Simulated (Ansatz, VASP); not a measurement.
# Pb: VASP beside Ansatz

POSCAR

```
Pb
1.0
    2.9975395250     -1.7266640877      0.0000000000
    2.9975395250      1.7266640877      0.0000000000
   -2.0868717998      0.0000000000      6.0128468655
Pb
2
Direct
    0.9085084100      0.9085084100      0.7262922000
    0.0914915900      0.0914915900      0.2737078000
```

The input INCAR.step1:

```
SYSTEM = Pb
PREC = Accurate
ENCUT = 520
ISMEAR = -1
SIGMA = 0.05
LREAL = .False.
LASPH = .True.
NELM = 60
NBANDS = 21
GGA = PE
ALGO = Normal
EDIFF = 1E-4
LWAVE = .True.
LCHARG = .False.
```

Contents of INCAR.step2:

```
SYSTEM = Pb
PREC = Accurate
ENCUT = 520
EDIFF = 1E-6
ISMEAR = -1
SIGMA = 0.05
LREAL = .False.
LASPH = .True.
NELM = 60
ALGO = Normal
ISIF = 2
LWAVE = .False.
LCHARG = .False.
METAGGA = R2SCAN
LMIXTAU = .True.
NBANDS = 21
ISTART = 1
```

The input KPOINTS:

```
Automatic mesh
0
Gamma
  9 9 5
  0 0 0
```

input.yaml

```yaml
crystal:
  lattice:
    - [2.997539525, -1.7266640877, 0.0]
    - [2.997539525, 1.7266640877, 0.0]
    - [-2.0868717998, 0.0, 6.0128468655]
  atoms:
    - { symbol: Pb, position: [0.90850841, 0.90850841, 0.7262922] }
    - { symbol: Pb, position: [0.09149159, 0.09149159, 0.2737078] }
hamiltonian:
  xc: r2scan
  pseudopotentials: { kind: paw }
kpoints:
  mp_grid: { grid: [9, 9, 5] }
scf:
  occupations: { method: fermi_dirac, width: 0.05 }
output:
  forces: true
  stress: true
  eigenvalues: true
  write_density: true
  write_potential: true
  elf: true
  volumetric_format: npy
```

Alike in both runs: task single point; functional r2SCAN; k mesh 9 × 9 × 5; occupations fermi-dirac, width 0.05 eV; no spin polarisation.

|  | VASP | Ansatz |
| --- | --- | --- |
| version | VASP 6.6.1 | Ansatz 0.2.0 |
| potentials or method | VASP PAW PBE potentials, release 64 (Pb_d) | Ansatz PAW |
| plane-wave cutoff (eV) | 520 | 500 |
| valence electrons in the cell | 28 | 28 |

|  | VASP | Ansatz | Ansatz less VASP |
| --- | --- | --- | --- |
| gap on the k mesh at the Fermi level (eV) | none | none | - |
| pressure (GPa) | 1.5 | 1.5 | 0.00 |
| traceless stress, the component that is largest in VASP (GPa) | 0.16 | 0.16 | +0.003 |
| rms of the force components (eV/Å) | 0.042 | 0.044 | +0.0022 |

VASP's potentials were made for PBE, not for r2SCAN. Atom by atom the forces differ by 0.002 eV/Å (rms over components). A gap of «none» marks a metal or a gap that the smearing closes. The functional is the same, so the differences come from potentials, cutoffs and numerics.

Spin-orbit coupling is off throughout.
